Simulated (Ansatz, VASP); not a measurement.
**TiAl in VASP and in Ansatz**

```xyz
2
Lattice="2.8092 0.0000 0.0000 0.0000 3.2722 0.0000 0.0000 0.0000 3.1564" Properties=species:S:1:pos:R:3 pbc="T T T"
Ti    0.0000    0.0000    0.0000
Al    1.4046    1.6361    1.5782
```

Change from the starting cell: normal strain along x -0.1100, normal strain along y +0.0367.

Alike in both runs: task single point; functional PBEsol; k mesh 14 × 14 × 14; occupations gaussian, width 0.15 eV; no spin polarisation.

```csv
,VASP,Ansatz
version,VASP 6.6.1,Ansatz 0.2.0
potentials or method,"VASP PAW PBE potentials, release 64 (Ti_sv, Al), cutoff 520 eV","scalar-relativistic, plane waves, PAW"
valence electrons in the cell,15,15
```

```csv
,VASP,Ansatz,Ansatz less VASP
gap on the k mesh at the Fermi level (eV),none,none,-
pressure (GPa),11.9,11.9,-0.03
"traceless stress, the component that is largest in VASP (GPa)",-3.00,-3.00,-0.006
```

VASP's potentials were made for PBE, not for PBEsol. A gap of «none» marks a metal or a gap that the smearing closes.
